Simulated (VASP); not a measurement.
# Ir (P6_3/mmc) in VASP: notebook, part 2 of 2

VASP 6.6.1. The steps go on from the part before.

## 3. Single point, r2SCAN

This run uses another cell than the first one, of 15.31 Å³/atom, 0.810 times its volume.

POSCAR

```
Ir
1.0
    2.7989532549      0.0000000000      0.0000000000
   -1.3994766274      2.4239646228      0.0000000000
    0.0000000000      0.0000000000      9.0271766845
Ir
4
Direct
    0.0000000000      0.0000000000      0.0000000000
    0.0000000000      0.0000000000      0.5000000000
    0.3333333333      0.6666666667      0.7500000000
    0.6666666667      0.3333333333      0.2500000000
```

INCAR.step1

```
SYSTEM = Ir
PREC = Accurate
ENCUT = 550
ISMEAR = 0
SIGMA = 0.1
LREAL = .FALSE.
LASPH = .TRUE.
NELM = 120
NBANDS = 42
GGA = PE
ALGO = Normal
EDIFF = 1E-5
LWAVE = .TRUE.
LCHARG = .FALSE.
GGA_COMPAT = .FALSE.
```

INCAR.step2

```
SYSTEM = Ir
PREC = Accurate
ENCUT = 550
EDIFF = 1E-6
ISMEAR = 0
SIGMA = 0.1
LREAL = .FALSE.
LASPH = .TRUE.
NELM = 120
ALGO = Normal
ISIF = 2
LWAVE = .FALSE.
LCHARG = .TRUE.
METAGGA = R2SCAN
LMIXTAU = .TRUE.
LELF = .TRUE.
LVHAR = .TRUE.
NBANDS = 42
ISTART = 1
GGA_COMPAT = .FALSE.
```

KPOINTS

```
regular mesh
0
G
  9 9 2
  0 0 0
```

Potentials or basis: VASP PAW PBE potentials, release 64 (Ir_sv_GW).

Run with:

```
$ cat potpaw_PBE.64/Ir_sv_GW/POTCAR > POTCAR
$ cp INCAR.step1 INCAR
$ mpirun -np 1 vasp_std > vasp.out
$ cp INCAR.step2 INCAR
$ mpirun -np 1 vasp_std > vasp.out
```

OUTCAR:

```text
SYSTEM = Ir
   PREC = Accurate
   ENCUT = 550
   EDIFF = 1E-6
   ISMEAR = 0
   LREAL = .FALSE.
   LASPH = .TRUE.
   NELM = 120
   ISIF = 2
   METAGGA = R2SCAN
   ISTART = 1

 ion  position               nearest neighbor table
   1  0.000  0.000  0.000-   3 2.78   4 2.78   4 2.78   3 2.78   4 2.78   3 2.78
   2  0.000  0.000  0.500-   3 2.78   4 2.78   4 2.78   3 2.78   4 2.78   3 2.78
   3  0.333  0.667  0.750-   1 2.78   2 2.78   1 2.78   2 2.78   1 2.78   2 2.78
   4  0.667  0.333  0.250-   1 2.78   2 2.78   1 2.78   2 2.78   1 2.78   2 2.78

  LATTYP: Found a hexagonal cell.
 ALAT       =     2.7989532549
 C/A-ratio  =     3.2251973729

  Lattice vectors:

 A1 = (   2.7989532549,   0.0000000000,   0.0000000000)
 A2 = (  -1.3994766274,   2.4239646228,   0.0000000000)
 A3 = (   0.0000000000,   0.0000000000,   9.0271766845)

Analysis of symmetry for initial positions (statically):
=====================================================================
 Subroutine PRICEL returns:
 Original cell was already a primitive cell.

 Routine SETGRP: Setting up the symmetry group for a
 hexagonal supercell.

 Subroutine GETGRP returns: Found 24 space group operations
 (whereof 12 operations were pure point group operations)
 out of a pool of 24 trial point group operations.

The static configuration has the point symmetry D_3d.
 The point group associated with its full space group is D_6h.

Analysis of symmetry for dynamics (positions and initial velocities):
=====================================================================
 Subroutine PRICEL returns:
 Original cell was already a primitive cell.

 Routine SETGRP: Setting up the symmetry group for a
 hexagonal supercell.

 Subroutine GETGRP returns: Found 24 space group operations
 (whereof 12 operations were pure point group operations)
 out of a pool of 24 trial point group operations.

The dynamic configuration has the point symmetry D_3d.
 The point group associated with its full space group is D_6h.

 Subroutine INISYM returns: Found 24 space group operations
 (whereof 12 operations are pure point group operations),
 and found     1 'primitive' translations

----------------------------------------------------------------------------------------

                                     Primitive cell

  volume of cell :      61.2455

  direct lattice vectors                    reciprocal lattice vectors
     2.798953255  0.000000000  0.000000000     0.357276420  0.206273638  0.000000000
    -1.399476627  2.423964623  0.000000000     0.000000000  0.412547275  0.000000000
     0.000000000  0.000000000  9.027176685     0.000000000  0.000000000  0.110776607

  length of vectors
     2.798953255  2.798953255  9.027176685     0.412547275  0.412547275  0.110776607

  position of ions in fractional coordinates (direct lattice)
     0.000000000  0.000000000  0.000000000
     0.000000000  0.000000000  0.500000000
     0.333333333  0.666666667  0.750000000
     0.666666667  0.333333333  0.250000000

  ion indices of the primitive-cell ions
   primitive index   ion index
                 1           1
                 2           2
                 3           3
                 4           4
[... 20 lines left out ...]
     0.000000000  0.000000000  0.000000000

 Subroutine IBZKPT returns following result:
 ===========================================

 Found     24 irreducible k-points:

 Following reciprocal coordinates:
            Coordinates               Weight
  0.000000  0.000000  0.000000      1.000000
  0.111111 -0.000000  0.000000      6.000000
  0.222222 -0.000000  0.000000      6.000000
  0.333333  0.000000  0.000000      6.000000
  0.444444 -0.000000  0.000000      6.000000
  0.111111  0.111111  0.000000      6.000000
[... 16 lines left out ...]
  0.333333  0.222222  0.500000     12.000000
  0.333333  0.333333  0.500000      2.000000
   k-points           NKPTS =     24   k-points in BZ     NKDIM =     24   number of bands    NBANDS=     42
   number of dos      NEDOS =    301   number of ions     NIONS =      4
   total plane-waves  NPLWV =  40320
   dimension x,y,z NGX =    24 NGY =   24 NGZ =   70
   dimension x,y,z NGXF=    48 NGYF=   48 NGZF=  140
   ions per type =               4
   NGX,Y,Z   is equivalent  to a cutoff of  14.25, 14.25, 12.89 a.u.
   NGXF,Y,Z  is equivalent  to a cutoff of  28.51, 28.51, 25.78 a.u.
 SYSTEM =  Ir
   PREC   = accura    normal or accurate (medium, high low for compatibility)
   ISTART =      1    job   : 0-new  1-cont  2-samecut
   ICHARG =      0    charge: 1-file 2-atom 10-const
   ISPIN  =      1    spin polarized calculation?
   LNONCOLLINEAR =      F non collinear calculations
   LSORBIT =      F    spin-orbit coupling
   LASPH  =      T    aspherical Exc in radial PAW
   ENCUT  =  550.0 eV  40.42 Ry    6.36 a.u.   5.35  5.35 17.26*2*pi/ulx,y,z
   NELM   =    120;   NELMIN=  2; NELMDL=  0     # of ELM steps
   EDIFF  = 0.1E-05   stopping-criterion for ELM
   LREAL  =      F    real-space projection
   EDIFFG = 0.1E-04   stopping-criterion for IOM
   NSW    =      0    number of steps for IOM
   IBRION =     -1    ionic relax: 0-MD 1-quasi-New 2-CG
   NFREE  =      0    steps in history (QN), initial steepest desc. (CG)
   ISIF   =      2    stress and relaxation
   ISYM   =      2    0-nonsym 1-usesym 2-fastsym
   POTIM  = 0.5000    time-step for ionic-motion
   TEBEG  =    0.0;   TEEND  =   0.0 temperature during run
   PSTRESS=    0.0 pullay stress
   NELECT =      68.0000    total number of electrons
   NUPDOWN=      -1.0000    fix difference up-down
   EMIN   =  10.00;   EMAX   =-10.00  energy-range for DOS
   EFERMI =   0.00;   METHOD = LEGACY
   ISMEAR =     0;   SIGMA  =   0.10  broadening in eV -4-tet -1-fermi 0-gaus
   EFERMI_NEDOS =   21; number of points for ismear=-14 and -15
   IALGO  =     38    algorithm
   IMIX   =      4    mixing-type and parameters
     AMIX     =   0.40;   BMIX     =  1.00
     AMIX_MAG =   1.60;   BMIX_MAG =  1.00
  volume/ion in A,a.u.               =      15.31       103.33
  Fermi-wavevector in a.u.,A,eV,Ry     =   1.695196  3.203455 39.098906  2.873689
  Thomas-Fermi vector in A             =   2.776284
   LORBIT       =      0    0 simple, 1 ext, 2 COOP (PROOUT), +10 PAW based schemes
   METAGGA = R2SCAN    functional components
   LHFCALC =     F    Hartree Fock is set to
   AEXX    =    0.0000 exact exchange contribution
   IVDW    =     0    specifies the selected vdW correction
   LEPSILON=     F    determine dielectric tensor
   LRPA    =     F    only Hartree local field effects (RPA)
 non-spin polarized calculation
 Gauss-broadening in eV      SIGMA  =   0.10
  energy-cutoff  :      550.00
  volume of cell :       61.25
 maximum number of plane-waves:      1834
 NGX is ok and might be reduce to    24
   NGX = 11   NGY = 11   NGZ = 35

 number of electron      67.9999999 magnetization

 Free energy of the ion-electron system (eV)
  ---------------------------------------------------
  ext. energy  EPLUGINS =         0.00000000
  ---------------------------------------------------
  free energy    TOTEN  =      -211.11100698 eV

  energy without entropy =     -211.09591927  energy(sigma->0) =     -211.10346313

 E-fermi :  11.1551     XC(G=0): -15.3159

 val. band max:       11.1093063650   @ k =   0.3333   0.1111   0.5000
 cond. band min:      11.2726974692   @ k =   0.3333   0.3333   0.0000
 fundamental gap:      0.1633911042
 Fermi energy:        11.1550579862

 k-point     1 :       0.0000    0.0000    0.0000
  band No.  band energies     occupation
      1     -83.6228      2.00000
      2     -83.6078      2.00000
      3     -83.5741      2.00000
      4     -83.5595      2.00000
      5     -40.1881      2.00000
      6     -39.8674      2.00000
[... 1069 lines left out ...]
     41      17.6401      0.00000
     42      17.6401      0.00000

------------------------ aborting loop because EDIFF is reached ----------------------------------------

  FORCE on cell =-STRESS in cart. coord.  units (eV):
  Direction    XX          YY          ZZ          XY          YZ          ZX
  --------------------------------------------------------------------------------------
  -------------------------------------------------------------------------------------
  Total       -9.6180774     -9.6180774     -9.1791565     -0.0000000      0.0000000     -0.0000000
  in kB     -251.6083134   -251.6083134   -240.1261698     -0.0000000      0.0000000     -0.0000000
  external PRESSURE =    -247.7809322 kB  Pullay stress =       0.0000000 kB

 VOLUME and BASIS-vectors are now :
 -----------------------------------------------------------------------------
  energy-cutoff  :      550.00
  volume of cell :       61.25
      direct lattice vectors                 reciprocal lattice vectors
     2.798953255  0.000000000  0.000000000     0.357276420  0.206273638  0.000000000
    -1.399476627  2.423964623  0.000000000     0.000000000  0.412547275  0.000000000
     0.000000000  0.000000000  9.027176685     0.000000000  0.000000000  0.110776607

 POSITION                                       TOTAL-FORCE (eV/Angst)
 -----------------------------------------------------------------------------------
      0.00000      0.00000      0.00000         0.000000     -0.000000      0.000000
      0.00000      0.00000      4.51359         0.000000     -0.000000      0.000000
     -0.00000      1.61598      6.77038         0.000000     -0.000000     -0.000000
      1.39948      0.80799      2.25679        -0.000000      0.000000      0.000000
 -----------------------------------------------------------------------------------
    total drift:                                0.000000     -0.000000     -0.000000

  FREE ENERGIE OF THE ION-ELECTRON SYSTEM (eV)
  ---------------------------------------------------
  free  energy   TOTEN  =      -211.1110069754 eV

  energy  without entropy=     -211.0959192749  energy(sigma->0) =     -211.10346313
```

It took 3.5 min on 1 thread of Intel Xeon Platinum 8488C (Sapphire Rapids), shared host; peak memory 0.22 GiB.

Results:

```yaml
Free_energy: -211.1110 eV
Pressure: -24.8 GPa
Band_gap_on_the_k_mesh: zero (band 34 reaches 11.97 eV, above the bottom of band 35 at 9.76 eV)
```

Stress tensor (GPa, compression positive):
```
-25.16   0.00   0.00
  0.00 -25.16   0.00
  0.00   0.00 -24.01
```

Caveat: the PAW data sets were made with another functional, which shifts forces and pressure a little; spin-orbit coupling is left out, which moves the levels of the heavy elements.

## 4. Single point, r2SCAN

This run uses another cell than the first one, of 14.23 Å³/atom, 0.753 times its volume.

POSCAR

```
Ir
1.0
    2.7279264828      0.0000000000      0.0000000000
   -1.3639632414      2.3624536338      0.0000000000
    0.0000000000      0.0000000000      8.8348723232
Ir
4
Direct
    0.0000000000      0.0000000000      0.0000000000
    0.0000000000      0.0000000000      0.5000000000
    0.3333333333      0.6666666667      0.7500000000
    0.6666666667      0.3333333333      0.2500000000
```

INCAR.step1

```
SYSTEM = Ir
PREC = Accurate
ENCUT = 550
ISMEAR = 0
SIGMA = 0.1
LREAL = .False.
LASPH = .True.
NELM = 120
NBANDS = 42
GGA = PE
ALGO = Normal
EDIFF = 1E-5
LWAVE = .True.
LCHARG = .False.
GGA_COMPAT = .False.
```

INCAR.step2

```
SYSTEM = Ir
PREC = Accurate
ENCUT = 550
EDIFF = 1E-6
ISMEAR = 0
SIGMA = 0.1
LREAL = .False.
LASPH = .True.
NELM = 120
ALGO = Normal
ISIF = 2
LWAVE = .False.
LCHARG = .False.
METAGGA = R2SCAN
LMIXTAU = .True.
NBANDS = 42
ISTART = 1
GGA_COMPAT = .False.
```

KPOINTS

```
regular mesh
0
Gamma
  9 9 2
  0 0 0
```

Run with:

```
$ cat potpaw_PBE.64/Ir_sv_GW/POTCAR > POTCAR
$ cp INCAR.step1 INCAR
$ mpirun -np 1 vasp_std > vasp.out
$ cp INCAR.step2 INCAR
$ mpirun -np 1 vasp_std > vasp.out
```

Run time: 5 min. Hardware: 1 thread of AMD EPYC 9R45 (Zen 5), shared host; peak memory 0.19 GiB.

It converged, with:

```yaml
Free_energy: -211.4487 eV
Pressure: -2.2 GPa
Band_gap_on_the_k_mesh: zero (band 34 reaches 13.49 eV, above the bottom of band 35 at 10.96 eV)
```

Levels at points of the mesh, in eV from the Fermi level:
```tsv
k point	band 32	band 33	band 34	band 35	band 36	band 37
(0.00, 0.00, 0.00)	-1.88	-1.88	-1.09	-1.09	-0.58	-0.32
(0.00, 0.00, 0.50)	-2.63	-1.44	-1.44	-1.44	-1.44	0.26
```

Caveat: the PAW data sets were made with another functional, which shifts forces and pressure a little; spin-orbit coupling is left out, which moves the levels of the heavy elements.

## 5. Single point, r2SCAN

This run uses another cell than the first one, of 18.76 Å³/atom, 0.992 times its volume.

POSCAR

```
Ir
1.0
    4.2862517507      0.0000000000      0.0000000000
   -2.1431258753      3.7120029031      0.0000000000
    0.0000000000      0.0000000000      4.7154027617
Ir
4
Direct
    0.0000000000      0.0000000000      0.2500000000
    0.0000000000      0.0000000000      0.7500000000
    0.3333333333      0.6666666667      0.7500000000
    0.6666666667      0.3333333333      0.2500000000
```

INCAR.step1

```
PREC = Accurate
ENCUT = 550
ISMEAR = 0
SIGMA = 0.1
LREAL = F
LASPH = T
NELM = 120
NBANDS = 42
GGA = PE
ALGO = Normal
EDIFF = 1E-5
LWAVE = T
LCHARG = F
GGA_COMPAT = F
```

INCAR.step2

```
PREC = Accurate
ENCUT = 550
EDIFF = 1E-6
ISMEAR = 0
SIGMA = 0.1
LREAL = F
LASPH = T
NELM = 120
ALGO = Normal
ISIF = 2
LWAVE = F
LCHARG = T
METAGGA = R2SCAN
LMIXTAU = T
LELF = T
LVHAR = T
NBANDS = 42
ISTART = 1
GGA_COMPAT = F
```

KPOINTS

```
regular mesh
0
Gamma
  6 6 2
```

Run with:

```
$ cat potpaw_PBE.64/Ir_sv_GW/POTCAR > POTCAR
$ cp INCAR.step1 INCAR
$ mpirun -np 1 vasp_std > vasp.out
$ cp INCAR.step2 INCAR
$ mpirun -np 1 vasp_std > vasp.out
```

Run time: 5.5 min. Hardware: 1 thread of AMD EPYC 7R43 (Zen 3), shared host; peak memory 0.19 GiB.

Results (log left out):

* Free energy: -205.8881 eV
* Pressure: -1.7 GPa
* Band gap on the k mesh: zero (band 34 reaches 8.63 eV, above the bottom of band 35 at 7.62 eV)

Levels at points of the mesh, in eV from the Fermi level:
| k point | band 31 | band 32 | band 33 | band 34 | band 35 | band 36 | band 37 | band 38 |
| --- | --- | --- | --- | --- | --- | --- | --- | --- |
| (0.00, 0.00, 0.00) | -2.22 | -1.33 | -0.01 | -0.01 | 0.49 | 0.73 | 0.73 | 0.73 |
| (0.50, 0.00, 0.00) | -0.82 | 0.21 | 0.50 | 0.54 | 0.59 | 1.22 | 1.58 | 1.87 |
| (0.00, 0.00, 0.50) | -1.95 | -1.95 | -0.86 | -0.86 | -0.47 | -0.47 | -0.47 | -0.47 |
| (0.50, 0.00, 0.50) | -0.25 | -0.25 | -0.22 | -0.22 | 0.14 | 0.14 | 0.44 | 0.44 |

Caveat: the k points lie up to 0.67 Å⁻¹ apart; the PAW data sets were made with another functional, which shifts forces and pressure a little; spin-orbit coupling is left out, which moves the levels of the heavy elements.

## 6. Overview

```tsv
potentials or basis	cell	k mesh	cutoff (eV)	second run	gap on the mesh (eV)	pressure (GPa)
VASP PAW PBE potentials, release 64 (Ir)	a = 4.238, b = 4.238, c = 4.859 Å, angles 90.0, 90.0, 120.0°, 4 atoms	12 × 12 × 10	520	-	none	1.1
VASP PAW PBE potentials, release 64 (Ir_sv_GW)	a = 2.799, b = 2.799, c = 9.027 Å, angles 90.0, 90.0, 120.0°, 4 atoms	9 × 9 × 2	550	valence_matched	none	-24.8
VASP PAW PBE potentials, release 64 (Ir_sv_GW)	a = 2.728, b = 2.728, c = 8.835 Å, angles 90.0, 90.0, 120.0°, 4 atoms	9 × 9 × 2	550	valence_matched	none	-2.2
VASP PAW PBE potentials, release 64 (Ir_sv_GW)	a = 4.286, b = 4.286, c = 4.715 Å, angles 90.0, 90.0, 120.0°, 4 atoms	6 × 6 × 2	550	valence_matched	none	-1.7
```

Alike in all rows: task single point; level r2SCAN; no spin polarisation; smearing gaussian 0.1 eV.

Caveats: some runs use coarse meshes; the PAW data sets were made with another functional, which shifts forces and pressure a little; spin-orbit coupling is left out, which moves the levels of the heavy elements.

Total energies depend on the potentials used, so only differences within one code and one set of settings carry meaning.
